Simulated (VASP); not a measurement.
# Ta (Fm-3m) in VASP: a series of runs, part 2 of 2

VASP 6.6.1.

## Step 3: Density of states, LDA

This run uses another cell than the first one, of 17.78 Å³/atom, 2.500 times its volume.

Input file POSCAR:

```
Ta
1.0
    0.0000000000      2.0713815501      2.0713815501
    2.0713815501      0.0000000000      2.0713815501
    2.0713815501      2.0713815501      0.0000000000
Ta
1
Direct
    0.0000000000      0.0000000000      0.0000000000
```

Input file INCAR.step1:

```
PREC     = Accurate       # precision mode
ENCUT    = 520            # plane-wave cutoff, eV
EDIFF    = 1E-7           # SCF threshold, eV
ISMEAR   = -1             # smearing method
SIGMA    = 0.1            # smearing width, eV
LREAL    = False          # projectors in reciprocal space
LASPH    = True           # aspherical terms in the spheres
NELM     = 80             # most SCF steps
ALGO     = Normal         # electronic algorithm
ISIF     = 2              # what is computed and relaxed
LWAVE    = False          # write WAVECAR
LCHARG   = True           # write CHGCAR
LMAXMIX  = 4              # l up to which the mixer works
GGA      = CA             # functional
NBANDS   = 12             # bands
```

Input file KPOINTS.step1:

```
regular mesh
0
Gamma
  16 16 16
```

Input file INCAR.step2:

```
PREC     = Accurate       # precision mode
ENCUT    = 520            # plane-wave cutoff, eV
EDIFF    = 1E-7           # SCF threshold, eV
ISMEAR   = -5             # smearing method
SIGMA    = 0.1            # smearing width, eV
LREAL    = False          # projectors in reciprocal space
LASPH    = True           # aspherical terms in the spheres
NELM     = 80             # most SCF steps
ALGO     = Normal         # electronic algorithm
ISIF     = 2              # what is computed and relaxed
LWAVE    = False          # write WAVECAR
LCHARG   = False          # write CHGCAR
LMAXMIX  = 4              # l up to which the mixer works
GGA      = CA             # functional
LORBIT   = 10             # projections on sites
NBANDS   = 12             # bands
NEDOS    = 1001           # points of the DOS
ICHARG   = 11             # starting density
```

Input file KPOINTS.step2:

```
regular mesh
0
Gamma
  24 24 24
```

Potentials or basis: VASP PAW LDA potentials, release 64 (Ta_pv).

Command:

```sh
$ cat potpaw_LDA.64/Ta_pv/POTCAR > POTCAR
$ cp INCAR.step1 INCAR
$ cp KPOINTS.step1 KPOINTS
$ mpirun -np 1 vasp_std > vasp.out
$ cp INCAR.step2 INCAR
$ cp KPOINTS.step2 KPOINTS
$ mpirun -np 1 vasp_std > vasp.out
```

OUTCAR:

```text
PREC = Accurate
   ENCUT = 520
   EDIFF = 1E-7
   ISMEAR = -5
   LREAL = False
   LASPH = True
   NELM = 80
   ISIF = 2
   GGA = CA
   LORBIT = 10
   ICHARG = 11

 ion  position               nearest neighbor table
   1  0.000  0.000  0.000-

  LATTYP: Found a face centered cubic cell.
 ALAT       =     4.1427631002

  Lattice vectors:

 A1 = (   0.0000000000,   2.0713815501,   2.0713815501)
 A2 = (   2.0713815501,   0.0000000000,   2.0713815501)
 A3 = (   2.0713815501,   2.0713815501,   0.0000000000)

Analysis of symmetry for initial positions (statically):
=====================================================================
 Subroutine PRICEL returns:
 Original cell was already a primitive cell.

 Routine SETGRP: Setting up the symmetry group for a
 face centered cubic supercell.

 Subroutine GETGRP returns: Found 48 space group operations
 (whereof 48 operations were pure point group operations)
 out of a pool of 48 trial point group operations.

The static configuration has the point symmetry O_h .

Analysis of symmetry for dynamics (positions and initial velocities):
[... 166 lines left out ...]
 k-point     1 :       0.0000    0.0000    0.0000
  band No.  band energies     occupation
      1     -27.3505      2.00000
      2     -27.3505      2.00000
      3     -27.3505      2.00000
      4      -2.3838      2.00000
      5       6.2669      0.00000
      6       6.2669      0.00000
      7       6.2669      0.00000
      8       9.4558      0.00000
      9       9.4558      0.00000
     10      18.6130      0.00000
     11      19.2049      0.00000
     12      23.6702      0.00000
[... 331 lines left out ...]
 k-point    24 :       0.4583    0.0417    0.0000
  band No.  band energies     occupation
      1     -28.5526      2.00000
      2     -27.5201      2.00000
      3     -27.5190      2.00000
      4       1.1074      2.00000
      5       5.9043      1.12445
      6       6.1254      0.00000
      7       6.6233      0.00000
      8      11.7399      0.00000
      9      11.9285      0.00000
     10      16.7653      0.00000
     11      18.7697      0.00000
     12      19.2194      0.00000

 [... further k-points ...]
[... 5 lines left out ...]
  --------------------------------------------------------------------------------------
  -------------------------------------------------------------------------------------
  Total        0.0415313      0.0415313      0.0415313     -0.0000000      0.0000000     -0.0000000
  in kB        3.7434852      3.7434852      3.7434852     -0.0000000      0.0000000     -0.0000000
  external PRESSURE =       3.7434852 kB  Pullay stress =       0.0000000 kB

 VOLUME and BASIS-vectors are now :
 -----------------------------------------------------------------------------
  energy-cutoff  :      520.00
  volume of cell :       17.78
      direct lattice vectors                 reciprocal lattice vectors
     0.000000000  2.071381550  2.071381550    -0.241384790  0.241384790  0.241384790
     2.071381550  0.000000000  2.071381550     0.241384790 -0.241384790  0.241384790
     2.071381550  2.071381550  0.000000000     0.241384790  0.241384790 -0.241384790

 POSITION                                       TOTAL-FORCE (eV/Angst)
 -----------------------------------------------------------------------------------
      0.00000      0.00000      0.00000         0.000000      0.000000      0.000000
 -----------------------------------------------------------------------------------
    total drift:                               -0.000000      0.000000     -0.000000

  FREE ENERGIE OF THE ION-ELECTRON SYSTEM (eV)
  ---------------------------------------------------
  free  energy   TOTEN  =       -12.5370892760 eV

  energy  without entropy=      -12.5370892760  energy(sigma->0) =      -12.53708928

 total charge

# of ion       s       p       d       tot
------------------------------------------
    1        0.388   6.183   2.391   8.962
```

Run time: 21 s. Hardware: 1 thread of Intel Xeon 6975P-C (Granite Rapids), shared host; peak memory 0.2 GiB.

Results:

| Item | Value |
| --- | --- |
| Valence electrons inside the program's atomic spheres | Ta 8.96 |

Caveat: spin-orbit coupling is left out, which moves the levels of the heavy elements; tetrahedron occupations give inexact forces and stress in metals.

## Step 4: Density of states, LDA

This run uses another cell than the first one, of 17.78 Å³/atom, 2.500 times its volume.

POSCAR is that of step 3.

Input file INCAR.step1:

```
PREC = Accurate
ENCUT = 520
EDIFF = 1E-7
ISMEAR = -1
SIGMA = 0.1
LREAL = F
LASPH = T
NELM = 100
ALGO = Normal
ISIF = 2
LWAVE = F
LCHARG = T
LMAXMIX = 4
NBANDS = 12
```

Input file KPOINTS.step1:

```
Automatic mesh
0
Gamma
  16 16 16
```

Input file INCAR.step2:

```
PREC = Accurate
ENCUT = 520
EDIFF = 1E-7
ISMEAR = -5
SIGMA = 0.1
LREAL = F
LASPH = T
NELM = 100
ALGO = Normal
ISIF = 2
LWAVE = F
LCHARG = F
LMAXMIX = 4
LORBIT = 11
NBANDS = 12
NEDOS = 1001
ICHARG = 11
```

Input file KPOINTS.step2:

```
Automatic mesh
0
Gamma
  24 24 24
```

Potentials or basis: VASP PAW LDA potentials, release 64 (Ta_pv).

Command:

```sh
$ cat potpaw_LDA.64/Ta_pv/POTCAR > POTCAR
$ cp INCAR.step1 INCAR
$ cp KPOINTS.step1 KPOINTS
$ mpirun -np 1 vasp_std > vasp.out
$ cp INCAR.step2 INCAR
$ cp KPOINTS.step2 KPOINTS
$ mpirun -np 1 vasp_std > vasp.out
```

OUTCAR:

```text
PREC = Accurate
   ENCUT = 520
   EDIFF = 1E-7
   ISMEAR = -5
   LREAL = F
   LASPH = T
   NELM = 100
   ISIF = 2
   LORBIT = 11
   ICHARG = 11

 ion  position               nearest neighbor table
   1  0.000  0.000  0.000-

  LATTYP: Found a face centered cubic cell.
 ALAT       =     4.1427631002

  Lattice vectors:

 A1 = (   0.0000000000,   2.0713815501,   2.0713815501)
 A2 = (   2.0713815501,   0.0000000000,   2.0713815501)
 A3 = (   2.0713815501,   2.0713815501,   0.0000000000)

Analysis of symmetry for initial positions (statically):
=====================================================================
 Subroutine PRICEL returns:
 Original cell was already a primitive cell.

 Routine SETGRP: Setting up the symmetry group for a
 face centered cubic supercell.

 Subroutine GETGRP returns: Found 48 space group operations
 (whereof 48 operations were pure point group operations)
 out of a pool of 48 trial point group operations.

The static configuration has the point symmetry O_h .

Analysis of symmetry for dynamics (positions and initial velocities):
=====================================================================
 Subroutine PRICEL returns:
 Original cell was already a primitive cell.

 Routine SETGRP: Setting up the symmetry group for a
 face centered cubic supercell.

 Subroutine GETGRP returns: Found 48 space group operations
 (whereof 48 operations were pure point group operations)
 out of a pool of 48 trial point group operations.

The dynamic configuration has the point symmetry O_h .

 Subroutine INISYM returns: Found 48 space group operations
 (whereof 48 operations are pure point group operations),
 and found     1 'primitive' translations

----------------------------------------------------------------------------------------

                                     Primitive cell

  volume of cell :      17.7750

[... 111 lines left out ...]
  Thomas-Fermi vector in A             =   2.518576
   LORBIT       =     11    0 simple, 1 ext, 2 COOP (PROOUT), +10 PAW based schemes
   GGA     = CA    functional components
   LHFCALC =     F    Hartree Fock is set to
   AEXX    =    0.0000 exact exchange contribution
   IVDW    =     0    specifies the selected vdW correction
   LEPSILON=     F    determine dielectric tensor
   LRPA    =     F    only Hartree local field effects (RPA)
 non-spin polarized calculation
 Fermi weights with tetrahedron method with Bloechl corrections
  energy-cutoff  :      520.00
  volume of cell :       17.78
 maximum number of plane-waves:       531
 NGX is ok and might be reduce to    24

 number of electron      11.0000000 magnetization

 Free energy of the ion-electron system (eV)
  ---------------------------------------------------
  ext. energy  EPLUGINS =         0.00000000
  ---------------------------------------------------
  free energy    TOTEN  =       -12.53708928 eV

  energy without entropy =      -12.53708928  energy(sigma->0) =      -12.53708928

 E-fermi :   5.8951     XC(G=0): -12.8656

 val. band max:        5.9378064383   @ k =   0.4167   0.0417   0.0000
 cond. band min:       5.9120054437   @ k =   0.3750   0.2500   0.0000
 fundamental gap:     -0.0258009946
 Fermi energy:         5.8951268111

 k-point     1 :       0.0000    0.0000    0.0000
  band No.  band energies     occupation
      1     -27.3505      2.00000
      2     -27.3505      2.00000
      3     -27.3505      2.00000
      4      -2.3838      2.00000
      5       6.2669      0.00000
      6       6.2669      0.00000
      7       6.2669      0.00000
      8       9.4558      0.00000
      9       9.4558      0.00000
     10      18.6130      0.00000
     11      19.2049      0.00000
     12      23.6702      0.00000
[... 331 lines left out ...]
 k-point    24 :       0.4583    0.0417    0.0000
  band No.  band energies     occupation
      1     -28.5526      2.00000
      2     -27.5201      2.00000
      3     -27.5190      2.00000
      4       1.1074      2.00000
      5       5.9043      1.12445
      6       6.1254      0.00000
      7       6.6233      0.00000
      8      11.7399      0.00000
      9      11.9285      0.00000
     10      16.7653      0.00000
     11      18.7697      0.00000
     12      19.2194      0.00000

 [... further k-points ...]
[... 5 lines left out ...]
  --------------------------------------------------------------------------------------
  -------------------------------------------------------------------------------------
  Total        0.0415313      0.0415313      0.0415313     -0.0000000      0.0000000     -0.0000000
  in kB        3.7434852      3.7434852      3.7434852     -0.0000000      0.0000000     -0.0000000
  external PRESSURE =       3.7434852 kB  Pullay stress =       0.0000000 kB

 VOLUME and BASIS-vectors are now :
 -----------------------------------------------------------------------------
  energy-cutoff  :      520.00
  volume of cell :       17.78
      direct lattice vectors                 reciprocal lattice vectors
     0.000000000  2.071381550  2.071381550    -0.241384790  0.241384790  0.241384790
     2.071381550  0.000000000  2.071381550     0.241384790 -0.241384790  0.241384790
     2.071381550  2.071381550  0.000000000     0.241384790  0.241384790 -0.241384790

 POSITION                                       TOTAL-FORCE (eV/Angst)
 -----------------------------------------------------------------------------------
      0.00000      0.00000      0.00000         0.000000      0.000000      0.000000
 -----------------------------------------------------------------------------------
    total drift:                               -0.000000      0.000000     -0.000000

  FREE ENERGIE OF THE ION-ELECTRON SYSTEM (eV)
  ---------------------------------------------------
  free  energy   TOTEN  =       -12.5370892760 eV

  energy  without entropy=      -12.5370892760  energy(sigma->0) =      -12.53708928

 total charge

# of ion       s       p       d       tot
------------------------------------------
    1        0.388   6.183   2.391   8.962
```

OUTCAR.step1:

```text
PREC = Accurate
   ENCUT = 520
   EDIFF = 1E-7
   ISMEAR = -1
   LREAL = F
[... 575 lines left out ...]

 POSITION                                       TOTAL-FORCE (eV/Angst)
 -----------------------------------------------------------------------------------
      0.00000      0.00000      0.00000        -0.000000      0.000000      0.000000
 -----------------------------------------------------------------------------------
    total drift:                               -0.000000      0.000000      0.000000

  FREE ENERGIE OF THE ION-ELECTRON SYSTEM (eV)
  ---------------------------------------------------
  free  energy   TOTEN  =       -12.5565979180 eV

  energy  without entropy=      -12.5157060818  energy(sigma->0) =      -12.53615200
```

It took 21 s on 1 thread of Intel Xeon 6975P-C (Granite Rapids), shared host; peak memory 0.2 GiB.

What came out:

- Valence electrons inside the program's atomic spheres: Ta 8.96

Caveat: spin-orbit coupling is left out, which moves the levels of the heavy elements; tetrahedron occupations give inexact forces and stress in metals.
